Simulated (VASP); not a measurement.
# LiNiF4 (F-43m) in VASP: single point with PBE

Aim: the single point of LiNiF4 with PBE.

Program: VASP 6.6.1. These are calculated values, not measurements. Logs are shortened: lines on timing, memory, paths and dates and some standing lists are left out, and cuts for length are marked.

## (1) The cell of the first run

The structure is cubic, space group F-43m (No. 216). The conventional cell has a = 6.474 Å, b = 6.474 Å, c = 6.474 Å, α = 90.00°, β = 90.00°, γ = 90.00°. Li (site symmetry -43m) has 12 F at 2.68 Å and 4 Ni at 2.80 Å within 3.5 Å. Within 3.5 Å of Ni (site symmetry -43m) lie 12 F at 2.68 Å and 4 Li at 2.80 Å. F (site symmetry 3m) has 6 F at 2.29 Å and 3 Ni at 2.68 Å and 3 Li at 2.68 Å within 3.0 Å.

## (2) Single point, PBE, collinear spin, antiferromagnetic start

INCAR reads:

```
SYSTEM = LiNiF4
PREC = Accurate ; ENCUT = 520
EDIFF = 1E-6 ; ISMEAR = 0
SIGMA = 0.1 ; LREAL = .FALSE.
LASPH = .TRUE. ; NELM = 150
ALGO = Normal ; ISIF = 2
LWAVE = .FALSE. ; LCHARG = .FALSE.
ISPIN = 2 ; MAGMOM = 0 1.54 -0.39 -0.39 -0.39 -0.39
LORBIT = 11 ; LMAXMIX = 4
GGA = PE ; NBANDS = 34
```

KPOINTS reads:

```
Automatic mesh
0
G
  10 10 10
  0 0 0
```

POSCAR reads:

```
LiNiF4
1.0
    0.0000000000      3.2368483033      3.2368483033
    3.2368483033      0.0000000000      3.2368483033
    3.2368483033      3.2368483033      0.0000000000
Li Ni F
1 1 4
Direct
    0.5000000000      0.5000000000      0.5000000000
    0.2500000000      0.2500000000      0.2500000000
    0.8750646846      0.8750646846      0.3748059461
    0.3748059461      0.8750646846      0.8750646846
    0.8750646846      0.3748059461      0.8750646846
    0.8750646846      0.8750646846      0.8750646846
```

Potentials or basis: VASP PAW PBE potentials, release 64 (Li_sv, Ni, F).

Command:

```bash
cat potpaw_PBE.64/Li_sv/POTCAR potpaw_PBE.64/Ni/POTCAR potpaw_PBE.64/F/POTCAR > POTCAR
mpirun -np 1 vasp_std > vasp.out
```

OUTCAR:

```text
SYSTEM = LiNiF4
   PREC = Accurate
   ENCUT = 520
   EDIFF = 1E-6
   ISMEAR = 0
   LREAL = .FALSE.
   LASPH = .TRUE.
   NELM = 150
   ISIF = 2
   ISPIN = 2
   LORBIT = 11
   GGA = PE

 ion  position               nearest neighbor table
   1  0.500  0.500  0.500-   2 2.80   2 2.80   2 2.80   2 2.80
   2  0.250  0.250  0.250-   1 2.80   1 2.80   1 2.80   1 2.80
   3  0.875  0.875  0.375-
   4  0.375  0.875  0.875-
   5  0.875  0.375  0.875-
   6  0.875  0.875  0.875-

  LATTYP: Found a face centered cubic cell.
 ALAT       =     6.4736966066

  Lattice vectors:

 A1 = (   0.0000000000,   3.2368483033,   3.2368483033)
 A2 = (   3.2368483033,   0.0000000000,   3.2368483033)
 A3 = (   3.2368483033,   3.2368483033,   0.0000000000)

Analysis of symmetry for initial positions (statically):
=====================================================================
 Subroutine PRICEL returns:
 Original cell was already a primitive cell.

 Routine SETGRP: Setting up the symmetry group for a
 face centered cubic supercell.

 Subroutine GETGRP returns: Found 24 space group operations
 (whereof 24 operations were pure point group operations)
 out of a pool of 48 trial point group operations.

The static configuration has the point symmetry T_d .

Analysis of symmetry for dynamics (positions and initial velocities):
=====================================================================
 Subroutine PRICEL returns:
 Original cell was already a primitive cell.

 Routine SETGRP: Setting up the symmetry group for a
 face centered cubic supercell.

 Subroutine GETGRP returns: Found 24 space group operations
 (whereof 24 operations were pure point group operations)
 out of a pool of 48 trial point group operations.

The dynamic configuration has the point symmetry T_d .

Analysis of structural, dynamic, and magnetic symmetry:
=====================================================================
 Subroutine PRICEL returns:
 Original cell was already a primitive cell.

 Routine SETGRP: Setting up the symmetry group for a
 face centered cubic supercell.

 Subroutine GETGRP returns: Found 24 space group operations
 (whereof 24 operations were pure point group operations)
 out of a pool of 48 trial point group operations.

The overall configuration has the point symmetry T_d .

 Subroutine INISYM returns: Found 24 space group operations
 (whereof 24 operations are pure point group operations),
 and found     1 'primitive' translations

----------------------------------------------------------------------------------------

                                     Primitive cell

  volume of cell :      67.8261

  direct lattice vectors                    reciprocal lattice vectors
     0.000000000  3.236848303  3.236848303    -0.154471249  0.154471249  0.154471249
     3.236848303  0.000000000  3.236848303     0.154471249 -0.154471249  0.154471249
     3.236848303  3.236848303  0.000000000     0.154471249  0.154471249 -0.154471249

  length of vectors
     4.577594770  4.577594770  4.577594770     0.267552051  0.267552051  0.267552051

  position of ions in fractional coordinates (direct lattice)
     0.500000000  0.500000000  0.500000000
     0.250000000  0.250000000  0.250000000
     0.875064685  0.875064685  0.374805946
     0.374805946  0.875064685  0.875064685
     0.875064685  0.374805946  0.875064685
     0.875064685  0.875064685  0.875064685

  ion indices of the primitive-cell ions
   primitive index   ion index
                 1           1
                 2           2
                 3           3
                 4           4
                 5           5
                 6           6

----------------------------------------------------------------------------------------

 KPOINTS: Automatic mesh

Automatic generation of k-mesh.
 Grid dimensions read from file:
 generate k-points for:   10   10   10

 Generating k-lattice:

  Cartesian coordinates                     Fractional coordinates (reciprocal lattice)
    -0.015447125  0.015447125  0.015447125     0.100000000  0.000000000  0.000000000
     0.015447125 -0.015447125  0.015447125     0.000000000  0.100000000  0.000000000
     0.015447125  0.015447125 -0.015447125     0.000000000  0.000000000  0.100000000

  Length of vectors
     0.026755205  0.026755205  0.026755205

  Shift w.r.t. Gamma in fractional coordinates (k-lattice)
     0.000000000  0.000000000  0.000000000

 Subroutine IBZKPT returns following result:
 ===========================================

 Found     47 irreducible k-points:

 Following reciprocal coordinates:
            Coordinates               Weight
  0.000000  0.000000  0.000000      1.000000
  0.100000  0.000000  0.000000      8.000000
  0.200000  0.000000  0.000000      8.000000
  0.300000  0.000000  0.000000      8.000000
  0.400000  0.000000  0.000000      8.000000
  0.500000  0.000000  0.000000      4.000000
[... 16 lines left out ...]
  0.300000  0.300000  0.000000      6.000000
  0.400000  0.300000  0.000000     24.000000
 [... further k-points ...]
   k-points           NKPTS =     47   k-points in BZ     NKDIM =     47   number of bands    NBANDS=     34
   number of dos      NEDOS =    301   number of ions     NIONS =      6
   total plane-waves  NPLWV =  46656
   dimension x,y,z NGX =    36 NGY =   36 NGZ =   36
   dimension x,y,z NGXF=    72 NGYF=   72 NGZF=   72
   ions per type =               1   1   4
   NGX,Y,Z   is equivalent  to a cutoff of  13.07, 13.07, 13.07 a.u.
   NGXF,Y,Z  is equivalent  to a cutoff of  26.15, 26.15, 26.15 a.u.
 SYSTEM =  LiNiF4
   PREC   = accura    normal or accurate (medium, high low for compatibility)
   ISTART =      0    job   : 0-new  1-cont  2-samecut
   ICHARG =      2    charge: 1-file 2-atom 10-const
   ISPIN  =      2    spin polarized calculation?
   LNONCOLLINEAR =      F non collinear calculations
   LSORBIT =      F    spin-orbit coupling
   LASPH  =      T    aspherical Exc in radial PAW
   ENCUT  =  520.0 eV  38.22 Ry    6.18 a.u.   8.51  8.51  8.51*2*pi/ulx,y,z
   NELM   =    150;   NELMIN=  2; NELMDL= -5     # of ELM steps
   EDIFF  = 0.1E-05   stopping-criterion for ELM
   LREAL  =      F    real-space projection
   EDIFFG = 0.1E-04   stopping-criterion for IOM
   NSW    =      0    number of steps for IOM
   IBRION =     -1    ionic relax: 0-MD 1-quasi-New 2-CG
   NFREE  =      0    steps in history (QN), initial steepest desc. (CG)
   ISIF   =      2    stress and relaxation
   ISYM   =      2    0-nonsym 1-usesym 2-fastsym
   POTIM  = 0.5000    time-step for ionic-motion
   TEBEG  =    0.0;   TEEND  =   0.0 temperature during run
   PSTRESS=    0.0 pullay stress
   NELECT =      41.0000    total number of electrons
   NUPDOWN=      -1.0000    fix difference up-down
   EMIN   =  10.00;   EMAX   =-10.00  energy-range for DOS
   EFERMI =   0.00;   METHOD = LEGACY
   ISMEAR =     0;   SIGMA  =   0.10  broadening in eV -4-tet -1-fermi 0-gaus
   EFERMI_NEDOS =   21; number of points for ismear=-14 and -15
   IALGO  =     38    algorithm
   IMIX   =      4    mixing-type and parameters
     AMIX     =   0.40;   BMIX     =  1.00
     AMIX_MAG =   1.60;   BMIX_MAG =  1.00
  volume/ion in A,a.u.               =      11.30        76.29
  Fermi-wavevector in a.u.,A,eV,Ry     =   1.384216  2.615788 26.069485  1.916053
  Thomas-Fermi vector in A             =   2.508741
   LORBIT       =     11    0 simple, 1 ext, 2 COOP (PROOUT), +10 PAW based schemes
   GGA     = PE    functional components
   LHFCALC =     F    Hartree Fock is set to
   AEXX    =    0.0000 exact exchange contribution
   IVDW    =     0    specifies the selected vdW correction
   LEPSILON=     F    determine dielectric tensor
   LRPA    =     F    only Hartree local field effects (RPA)
 spin polarized calculation
 Gauss-broadening in eV      SIGMA  =   0.10
  energy-cutoff  :      520.00
  volume of cell :       67.83
 maximum number of plane-waves:      1850
 NGX is ok and might be reduce to    36
   NGX = 17   NGY = 17   NGZ = 17

 number of electron      41.0000000 magnetization      -0.0200000

 number of electron      40.9999949 magnetization       2.9992710

 Free energy of the ion-electron system (eV)
  ---------------------------------------------------
  ext. energy  EPLUGINS =         0.00000000
  ---------------------------------------------------
  free energy    TOTEN  =       -17.76624234 eV

  energy without entropy =      -17.72472746  energy(sigma->0) =      -17.74548490

 E-fermi :   1.0533     XC(G=0):  -9.8787

 val. band max:        1.0497623084   @ k =  -0.4000   0.4000   0.2000
 cond. band min:       1.0545404325   @ k =  -0.3000   0.3000   0.0000
 fundamental gap:      0.0047781241
 Fermi energy:         1.0533300175

 spin component 1

 k-point     1 :       0.0000    0.0000    0.0000
  band No.  band energies     occupation
      1     -44.8603      1.00000
      2     -21.7743      1.00000
      3     -20.0084      1.00000
      4     -20.0084      1.00000
      5     -20.0084      1.00000
      6      -4.9975      1.00000
[... 24 lines left out ...]
     31      18.9844      0.00000
     32      18.9844      0.00000

 k-point     2 :       0.1000    0.0000    0.0000
  band No.  band energies     occupation
      1     -44.8603      1.00000
      2     -21.7456      1.00000
      3     -20.0474      1.00000
      4     -20.0098      1.00000
      5     -20.0098      1.00000
      6      -4.9229      1.00000
[... 24 lines left out ...]
     31      18.4239      0.00000
     32      18.4239      0.00000
[... 733 lines left out ...]
     31      17.4865      0.00000
     32      19.3532      0.00000

 k-point    24 :       0.4000    0.3000    0.0000
  band No.  band energies     occupation
      1     -44.8601      1.00000
      2     -21.3267      1.00000
      3     -20.5526      1.00000
      4     -20.0306      1.00000
      5     -20.0294      1.00000
      6      -4.0006      1.00000
[... 24 lines left out ...]
     31      18.1049      0.00000
     32      19.4430      0.00000

 [... further k-points ...]

 spin component 2

 k-point     1 :       0.0000    0.0000    0.0000
  band No.  band energies     occupation
      1     -44.8691      1.00000
      2     -21.0652      1.00000
      3     -19.2350      1.00000
      4     -19.2350      1.00000
      5     -19.2350      1.00000
      6      -3.9775      1.00000
[... 24 lines left out ...]
     31      19.2603      0.00000
     32      19.2605      0.00000

 k-point     2 :       0.1000    0.0000    0.0000
  band No.  band energies     occupation
      1     -44.8691      1.00000
      2     -21.0355      1.00000
      3     -19.2756      1.00000
      4     -19.2364      1.00000
      5     -19.2364      1.00000
      6      -3.8999      1.00000
[... 24 lines left out ...]
     31      18.6318      0.00000
     32      18.6319      0.00000
[... 733 lines left out ...]
     31      17.6877      0.00000
     32      19.5626      0.00000

 k-point    24 :       0.4000    0.3000    0.0000
  band No.  band energies     occupation
      1     -44.8689      1.00000
      2     -20.6017      1.00000
      3     -19.7997      1.00000
      4     -19.2598      1.00000
      5     -19.2583      1.00000
      6      -3.4020      1.00000
[... 24 lines left out ...]
     31      18.2952      0.00000
     32      19.6117      0.00000

 [... further k-points ...]

 [bands above 32 left out]

------------------------ aborting loop because EDIFF is reached ----------------------------------------

  FORCE on cell =-STRESS in cart. coord.  units (eV):
  Direction    XX          YY          ZZ          XY          YZ          ZX
  --------------------------------------------------------------------------------------
  -------------------------------------------------------------------------------------
  Total       -0.2742157     -0.2742157     -0.2742157     -0.0000000     -0.0000000     -0.0000000
  in kB       -6.4774757     -6.4774757     -6.4774757     -0.0000000     -0.0000000     -0.0000000
  external PRESSURE =      -6.4774757 kB  Pullay stress =       0.0000000 kB

 VOLUME and BASIS-vectors are now :
 -----------------------------------------------------------------------------
  energy-cutoff  :      520.00
  volume of cell :       67.83
      direct lattice vectors                 reciprocal lattice vectors
     0.000000000  3.236848303  3.236848303    -0.154471249  0.154471249  0.154471249
     3.236848303  0.000000000  3.236848303     0.154471249 -0.154471249  0.154471249
     3.236848303  3.236848303  0.000000000     0.154471249  0.154471249 -0.154471249

 POSITION                                       TOTAL-FORCE (eV/Angst)
 -----------------------------------------------------------------------------------
      3.23685      3.23685      3.23685         0.000000      0.000000      0.000000
      1.61842      1.61842      1.61842         0.000000      0.000000      0.000000
      4.04564      4.04564      5.66490         0.006786      0.006786     -0.006786
      5.66490      4.04564      4.04564        -0.006786      0.006786      0.006786
      4.04564      5.66490      4.04564         0.006786     -0.006786      0.006786
      5.66490      5.66490      5.66490        -0.006786     -0.006786     -0.006786
 -----------------------------------------------------------------------------------
    total drift:                                0.000002      0.000002      0.000001

  FREE ENERGIE OF THE ION-ELECTRON SYSTEM (eV)
  ---------------------------------------------------
  free  energy   TOTEN  =       -17.7662423427 eV

  energy  without entropy=      -17.7247274567  energy(sigma->0) =      -17.74548490

 total charge

# of ion       s       p       d       tot
------------------------------------------
    1        1.995   0.017   0.000   2.012
    2        0.146   0.091   8.239   8.476
    3        1.758   4.188   0.000   5.946
    4        1.758   4.188   0.000   5.946
    5        1.758   4.188   0.000   5.946
    6        1.758   4.188   0.000   5.946
--------------------------------------------------
tot          9.173  16.860   8.239  34.272

 magnetization (x)

# of ion       s       p       d       tot
------------------------------------------
    1       -0.001  -0.001   0.000  -0.003
    2       -0.006  -0.002   1.360   1.352
    3        0.002   0.392   0.000   0.393
    4        0.002   0.392   0.000   0.393
    5        0.002   0.392   0.000   0.393
    6        0.002   0.392   0.000   0.393
--------------------------------------------------
tot         -0.001   1.563   1.360   2.923
```

Wall time 9.9 min (1 thread of Intel Xeon 8259CL, shared host); peak memory 0.34 GiB.

What came out:

```yaml
Free_energy: -17.7662 eV
Largest_force: 0.012 eV/Å
Band_gap_on_the_k_mesh: zero (filled and empty bands overlap)
Net_moment: 3.00 μB per cell
Site_moments: Li -0.00; Ni +1.35; F +0.39 μB
Valence_electrons_inside_the_program's_atomic_spheres: Li 2.01; Ni 8.48; F 5.95
```

Forces in eV/Å, atoms in the order of the input:
```
Li   0.000  0.000  0.000
Ni   0.000  0.000  0.000
F    0.007  0.007 -0.007
F   -0.007  0.007  0.007
F    0.007 -0.007  0.007
F   -0.007 -0.007 -0.007
```

Caveat: the cutoff is under 1.25 times the usual one of these potentials, so pressure, stress and relaxed cells hold a basis-set (Pulay) error; a cell with one magnetic atom can't hold antiferromagnetic order, which such compounds often take; semilocal functionals often make such compounds metallic where correlation or magnetic order opens a gap, which also shifts bond lengths. With open d or f shells a metallic result of PBE can be an artefact of self-interaction; +U or a hybrid may open a gap.
